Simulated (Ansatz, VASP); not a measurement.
Be3NbAs in VASP and in Ansatz

The input INCAR:

```
SYSTEM = Be3NbAs
PREC = Accurate
ENCUT = 600
EDIFF = 1E-6
ISMEAR = 0
SIGMA = 0.1
LREAL = .FALSE.
LASPH = .TRUE.
NELM = 60
ALGO = Normal
ISIF = 3
LWAVE = .FALSE.
LCHARG = .FALSE.
GGA = PE
IBRION = 2
NSW = 100
EDIFFG = -0.01
```

The input KPOINTS:

```
Automatic mesh
0
G
  10 10 10
  0 0 0
```

Contents of POSCAR:

```
Be3NbAs
1.0
    4.1584033868      0.0000000000      0.0000000000
    0.0000000000      4.1584033868      0.0000000000
    0.0000000000      0.0000000000      4.1584033868
Be Nb As
3 1 1
Direct
    0.0000000000      0.5000000000      0.5000000000
    0.5000000000      0.0000000000      0.5000000000
    0.5000000000      0.5000000000      0.0000000000
    0.0000000000      0.0000000000      0.0000000000
    0.5000000000      0.5000000000      0.5000000000
```

Input for Ansatz:

```yaml
crystal:
  lattice:
    - [4.1584033868, 0.0, 0.0]
    - [0.0, 4.1584033868, 0.0]
    - [0.0, 0.0, 4.1584033868]
  atoms:
    - { symbol: Be, position: [0.0, 0.5, 0.5] }
    - { symbol: Be, position: [0.5, 0.0, 0.5] }
    - { symbol: Be, position: [0.5, 0.5, 0.0] }
    - { symbol: Nb, position: [0.0, 0.0, 0.0] }
    - { symbol: As, position: [0.5, 0.5, 0.5] }
basis:
  ecutwfc: 420
kpoints:
  mp_grid: { grid: [10, 10, 10] }
hamiltonian:
  xc: pbe
scf:
  occupations: { method: gaussian, width: 0.1 }
output:
  forces: true
  stress: true
  eigenvalues: true
relax:
  adjacent_minimum: "off"
  f_tol: 0.01
  max_steps: 80
  cell: { stress_tol: 0.05 }
```

Alike in both runs: task relaxation of cell and atoms; functional PBE; k mesh 10 × 10 × 10; occupations gaussian, width 0.1 eV; no spin polarisation.

```csv
,VASP,Ansatz
version,VASP 6.6.1,Ansatz 0.2.0
potentials or method,"VASP PAW PBE potentials, release 64 (Be, Nb_sv, As), cutoff 600 eV","scalar-relativistic, plane waves, PAW"
valence electrons in the cell,24,34
```

Ansatz gave:

```
gap on the k mesh at the Fermi level, each at its own relaxed structure (eV) : none
relaxed volume (Å³/atom)                                                     : 14.36
relaxed length of the cell vector where the two differ most in proportion (Å)              : 4.156
```

Estimate VASP's values.

gap on the k mesh at the Fermi level, each at its own relaxed structure (eV): none; relaxed volume (Å³/atom): 14.41; relaxed length of the cell vector where the two differ most in proportion (Å): 4.161.

A gap of «none» marks a metal or a gap that the smearing closes. VASP's potentials hold 24 valence electrons a cell and Ansatz's 34, so a difference there can come from the potentials and not from the codes.
